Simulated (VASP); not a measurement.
# Pd in VASP: single point with LDA

Aim: the single point of Pd with LDA.

Program: VASP 6.6.1. These are calculated values, not measurements. Logs are shortened: lines on timing, memory, paths and dates and some standing lists are left out, and cuts for length are marked.

## (1) The cell of the first run

The cell holds a slab with vacuum, 6 atoms: a = 2.715 Å, b = 3.839 Å, c = 23.786 Å, α = 90.00°, β = 90.00°, γ = 90.00°.

## (2) Single point, LDA

Contents of INCAR:

```
SYSTEM = Pd
PREC = Accurate
ENCUT = 520
EDIFF = 1E-6
ISMEAR = 0
SIGMA = 0.1
LREAL = .False.
LASPH = .True.
NELM = 80
ALGO = Normal
ISIF = 2
LWAVE = .False.
LCHARG = .False.
LDIPOL = .True.
IDIPOL = 3
DIPOL = 0.5 0.5 0.500
NBANDS = 39
```

Contents of KPOINTS:

```
Automatic mesh
0
Gamma
  11 8 1
  0 0 0
```

Contents of POSCAR:

```
Pd
1.0
    2.7145474431      0.0000000000      0.0000000000
    0.0000000000      3.8389498098      0.0000000000
    0.0000000000      0.0000000000     23.7863686078
Pd
6
Direct
    0.5000000000      0.5000000000      0.3573475271
    0.0000000000      0.0000000000      0.4144085162
    0.5000000000      0.5000000000      0.4714695054
    0.0000000000      0.0000000000      0.5282691899
    0.5000000000      0.5000000000      0.5877372639
    0.0000000000      0.0000000000      0.6392536001
```

Potentials or basis: VASP PAW LDA potentials, release 64 (Pd).

Run with:

```
$ cat potpaw_LDA.64/Pd/POTCAR > POTCAR
$ mpirun -np 1 vasp_std > vasp.out
```

OUTCAR:

```text
SYSTEM = Pd
   PREC = Accurate
   ENCUT = 520
   EDIFF = 1E-6
   ISMEAR = 0
   LREAL = .False.
   LASPH = .True.
   NELM = 80
   ISIF = 2

 ion  position               nearest neighbor table
   1  0.500  0.500  0.357-   3 2.71   2 2.71   2 2.71   2 2.71   2 2.71
   2  0.000  0.000  0.414-   4 2.71   1 2.71   1 2.71   1 2.71   1 2.71   3 2.71   3 2.71   3 2.71
                             3 2.71
   3  0.500  0.500  0.471-   4 2.71   4 2.71   4 2.71   4 2.71   1 2.71   2 2.71   2 2.71   2 2.71
                             2 2.71   5 2.77
   4  0.000  0.000  0.528-   6 2.64   2 2.71   3 2.71   3 2.71   3 2.71   3 2.71   5 2.74   5 2.74
                             5 2.74   5 2.74
   5  0.500  0.500  0.588-   6 2.65   6 2.65   6 2.65   6 2.65   4 2.74   4 2.74   4 2.74   4 2.74
                             3 2.77
   6  0.000  0.000  0.639-   4 2.64   5 2.65   5 2.65   5 2.65   5 2.65

  LATTYP: Found a simple orthorhombic cell.
 ALAT       =     2.7145474431
 B/A-ratio  =     1.4142135624
 C/A-ratio  =     8.7625540192

  Lattice vectors:

 A1 = (   2.7145474431,   0.0000000000,   0.0000000000)
 A2 = (   0.0000000000,   3.8389498098,   0.0000000000)
 A3 = (   0.0000000000,   0.0000000000,  23.7863686078)

Analysis of symmetry for initial positions (statically):
=====================================================================
 Subroutine PRICEL returns:
 Original cell was already a primitive cell.

 Routine SETGRP: Setting up the symmetry group for a
 simple orthorhombic supercell.

 Subroutine GETGRP returns: Found  4 space group operations
 (whereof  4 operations were pure point group operations)
 out of a pool of  8 trial point group operations.

The static configuration has the point symmetry C_2v.

Analysis of symmetry for dynamics (positions and initial velocities):
=====================================================================
 Subroutine PRICEL returns:
 Original cell was already a primitive cell.

 Routine SETGRP: Setting up the symmetry group for a
 simple orthorhombic supercell.

 Subroutine GETGRP returns: Found  4 space group operations
 (whereof  4 operations were pure point group operations)
 out of a pool of  8 trial point group operations.

The dynamic configuration has the point symmetry C_2v.

 Subroutine INISYM returns: Found  4 space group operations
 (whereof  4 operations are pure point group operations),
 and found     1 'primitive' translations

----------------------------------------------------------------------------------------
[... 112 lines left out ...]
   NELECT =      60.0000    total number of electrons
   NUPDOWN=      -1.0000    fix difference up-down
   EMIN   =  10.00;   EMAX   =-10.00  energy-range for DOS
   EFERMI =   0.00;   METHOD = LEGACY
   ISMEAR =     0;   SIGMA  =   0.10  broadening in eV -4-tet -1-fermi 0-gaus
   EFERMI_NEDOS =   21; number of points for ismear=-14 and -15
   IALGO  =     38    algorithm
   IMIX   =      4    mixing-type and parameters
     AMIX     =   0.40;   BMIX     =  1.00
     AMIX_MAG =   1.60;   BMIX_MAG =  1.00
  volume/ion in A,a.u.               =      41.31       278.79
  Fermi-wavevector in a.u.,A,eV,Ry     =   1.020264  1.928019 14.162831  1.040939
  Thomas-Fermi vector in A             =   2.153824
   LORBIT       =      0    0 simple, 1 ext, 2 COOP (PROOUT), +10 PAW based schemes
   GGA     = CA    functional components
   LHFCALC =     F    Hartree Fock is set to
   AEXX    =    0.0000 exact exchange contribution
   IVDW    =     0    specifies the selected vdW correction
   LEPSILON=     F    determine dielectric tensor
   LRPA    =     F    only Hartree local field effects (RPA)
 non-spin polarized calculation
 Gauss-broadening in eV      SIGMA  =   0.10
  energy-cutoff  :      520.00
  volume of cell :      247.88
 maximum number of plane-waves:      6724
   NGX = 11   NGY = 15   NGZ = 89

 dipolmoment           0.000000      0.000000     -0.000278 electrons x Angstroem

 number of electron      60.0000003 magnetization

 dipolmoment           0.000000      0.000000      0.001645 electrons x Angstroem

 Free energy of the ion-electron system (eV)
  ---------------------------------------------------
  ext. energy  EPLUGINS =         0.00000000
  ---------------------------------------------------
  free energy    TOTEN  =       -36.03878809 eV

  energy without entropy =      -35.96841217  energy(sigma->0) =      -36.00360013

 E-fermi :   0.0834     XC(G=0):  -5.5822

 val. band max:        0.0811906876   @ k =   0.0909   0.1250   0.0000
 cond. band min:       0.0940921372   @ k =   0.4545   0.2500   0.0000
 fundamental gap:      0.0129014495
 Fermi energy:         0.0833800038

 k-point     1 :       0.0000    0.0000    0.0000
  band No.  band energies     occupation
      1      -6.8897      2.00000
      2      -5.5295      2.00000
      3      -5.3764      2.00000
      4      -4.9429      2.00000
      5      -4.7714      2.00000
      6      -4.2768      2.00000
[... 997 lines left out ...]
     38       7.8367      0.00000
     39       8.0230      0.00000

 [... further k-points ...]

------------------------ aborting loop because EDIFF is reached ----------------------------------------

 vacuum level on the upper side and lower side of the slab       (xc-potential included)        -0.155        -0.167

  FORCE on cell =-STRESS in cart. coord.  units (eV):
  Direction    XX          YY          ZZ          XY          YZ          ZX
  --------------------------------------------------------------------------------------
  -------------------------------------------------------------------------------------
  Total       -4.2410910     -2.9591295     -0.8140325      0.0000000      0.0000000      0.0000000
  in kB      -27.4125955    -19.1265453     -5.2615577      0.0000000      0.0000000      0.0000000
  external PRESSURE =     -17.2668995 kB  Pullay stress =       0.0000000 kB

 VOLUME and BASIS-vectors are now :
 -----------------------------------------------------------------------------
  energy-cutoff  :      520.00
  volume of cell :      247.88
      direct lattice vectors                 reciprocal lattice vectors
     2.714547443  0.000000000  0.000000000     0.368385531  0.000000000  0.000000000
     0.000000000  3.838949810  0.000000000     0.000000000  0.260487907  0.000000000
     0.000000000  0.000000000 23.786368608     0.000000000  0.000000000  0.042040886

 POSITION                                       TOTAL-FORCE (eV/Angst)
 -----------------------------------------------------------------------------------
      1.35727      1.91947      8.50000         0.000000      0.000000      0.576755
      0.00000      0.00000      9.85727         0.000000      0.000000     -0.573683
      1.35727      1.91947     11.21455         0.000000      0.000000     -0.009842
      0.00000      0.00000     12.56561         0.000000      0.000000      0.009680
      1.35727      1.91947     13.98014         0.000000      0.000000     -0.011059
      0.00000      0.00000     15.20552         0.000000      0.000000      0.008149
 -----------------------------------------------------------------------------------
    total drift:                               -0.000000      0.000000      0.000296

  FREE ENERGIE OF THE ION-ELECTRON SYSTEM (eV)
  ---------------------------------------------------
  free  energy   TOTEN  =       -36.0387880920 eV

  energy  without entropy=      -35.9684121683  energy(sigma->0) =      -36.00360013

 vacuum level on the upper side and lower side of the slab         5.195         5.190
```

stdout:

```text
POSCAR found type information on POSCAR Pd
 POSCAR found :  1 types and       6 ions
 scaLAPACK will be used
 LDA part: xc-table for (Slater(with rela. corr.)+CA(PZ))
 , standard interpolation
 POSCAR, INCAR and KPOINTS ok, starting setup
 FFT: planning ... GRIDC
 FFT: planning ... GRID_SOFT
 FFT: planning ... GRID
 WAVECAR not read
 entering main loop
```

It took 5.5 min on 1 thread of Intel Xeon Platinum 8488C (Sapphire Rapids), shared host; peak memory 0.38 GiB.

What came out:

```
Free energy            : -36.0388 eV
Largest force          : 0.577 eV/Å
Band gap on the k mesh : zero (bands 30 and 31 overlap by 0.40 eV)
```

Forces in eV/Å, atoms in the order of the input:
```
Pd   0.000  0.000  0.577
Pd   0.000  0.000 -0.574
Pd   0.000  0.000 -0.010
Pd   0.000  0.000  0.010
Pd   0.000  0.000 -0.011
Pd   0.000  0.000  0.008
```
